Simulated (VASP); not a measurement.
**MnO: single point with PBE**

MnO:

```
Mn O
1.0
     2.95135   -1.70546    0.00000
     2.95135    1.70546    0.00000
    -1.97131    0.00000    2.79145
Mn O
1 1
Direct
  0.50020 0.50020 0.50067
  0.74980 0.74980 0.24934
```

This cell differs from its parent crystal: volume scaled by 0.98.

```yaml
Program: VASP 6.6.1
Task: single point
Functional: PBE
Potentials_or_basis: VASP PAW PBE potentials, release 64 (Mn_pv, O)
Cutoff: 520 eV
k_mesh: 9 × 9 × 9
Occupations: fermi-dirac, width 0.05 eV
Spin: collinear spin, ferromagnetic start
Starting_moments: "[4.0, 0.0] μB"
```

```yaml
Pressure: -1.5 GPa
Band_gap_on_the_k_mesh: zero (filled and empty bands overlap)
Net_moment: 5.00 μB per cell
Site_moments: Mn +4.43; O +0.19 μB
Valence_electrons_inside_the_program's_atomic_spheres: Mn 11.36; O 4.99
```

Stress tensor (GPa, compression positive):
```
-1.43  0.00  0.02
 0.00 -1.44  0.00
 0.02  0.00 -1.63
```

Levels at points of the mesh, in eV from the Fermi level:
Spin up:
```csv
k point,band 10,band 11,band 12,band 13,band 14,band 15
"(0.00, 0.00, 0.00)",-1.42,0.00,0.00,0.01,11.85,11.92
```
Spin down:
| k point | band 4 | band 5 | band 6 | band 7 | band 8 | band 9 | band 10 | band 11 |
| --- | --- | --- | --- | --- | --- | --- | --- | --- |
| (0.00, 0.00, 0.00) | -19.02 | -4.54 | -4.52 | -4.52 | -0.01 | 1.57 | 1.57 | 3.37 |

Run time: 3.1 min on 1 thread of AMD EPYC 7R13, with other jobs on the host, peak memory 0.3 GiB.

Caveat: a cell with one magnetic atom can't hold antiferromagnetic order, which such compounds often take; semilocal functionals often make such compounds metallic where correlation or magnetic order opens a gap, which also shifts bond lengths.
